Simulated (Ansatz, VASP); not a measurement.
**Ru: VASP beside Ansatz**

The input POSCAR:

```
Ru
1.0
    2.7059477279      0.0000000000      0.0000000000
   -1.3529738639      2.3434194737      0.0000000000
    0.0000000000      0.0000000000      4.2579056513
Ru
2
Direct
    0.3333333333      0.6666666667      0.2500000000
    0.6666666667      0.3333333333      0.7500000000
```

INCAR.step1

```
PREC = Accurate
ENCUT = 520
ISMEAR = 1
SIGMA = 0.2
LREAL = False
LASPH = True
NELM = 100
NBANDS = 21
GGA = PE
ALGO = Normal
EDIFF = 1E-4
LWAVE = True
LCHARG = False
```

Contents of INCAR.step2:

```
PREC = Accurate
ENCUT = 520
EDIFF = 1E-6
ISMEAR = 1
SIGMA = 0.2
LREAL = False
LASPH = True
NELM = 100
ALGO = Normal
ISIF = 2
LWAVE = False
LCHARG = False
METAGGA = R2SCAN
LMIXTAU = True
NBANDS = 21
ISTART = 1
```

Contents of KPOINTS:

```
Automatic mesh
0
Gamma
  13 13 8
```

Input for Ansatz:

```yaml
crystal:
  lattice:
    - [2.7059477279, 0.0, 0.0]
    - [-1.3529738639, 2.3434194737, 0.0]
    - [0.0, 0.0, 4.2579056513]
  atoms:
    - { symbol: Ru, position: [0.3333333333, 0.6666666667, 0.25] }
    - { symbol: Ru, position: [0.6666666667, 0.3333333333, 0.75] }
hamiltonian:
  xc: r2scan
  pseudopotentials:
    kind: paw
    azcp:
      Ru: "pseudopotentials/Ru.paw.azcp"
basis:
  ecutwfc: 500
  fft_grid_basis: typed
kpoints:
  mp_grid: { grid: [13, 13, 8], shift: [0, 0, 0] }
magnetization:
  spin_polarized: false
scf:
  occupations: { method: methfessel_paxton, width: 0.2 }
  lower_state_search: "off"
output:
  stress: true
```

Alike in both runs: task single point; functional r2SCAN; k mesh 13 × 13 × 8; occupations methfessel-paxton of order 1, width 0.2 eV; no spin polarisation.

```csv
,VASP,Ansatz
version,VASP 6.6.1,Ansatz 0.2.0
potentials or method,"VASP PAW PBE potentials, release 64 (Ru_pv), cutoff 520 eV","plane waves (500 eV) with PAW, scalar-relativistic"
valence electrons in the cell,28,32
```

Ansatz gave:

```
pressure (GPa)                                                : -0.2
traceless stress, the component that is largest in VASP (GPa) : -0.42
```

**Question.** What did VASP give for the same quantities?

**Answer.** Pressure (GPa): 1.3; traceless stress, the component that is largest in VASP (GPa): -0.31.

VASP's potentials were made for PBE, not for r2SCAN. VASP's potentials hold 28 valence electrons a cell and Ansatz's 32, so a difference there can come from the potentials and not from the codes.
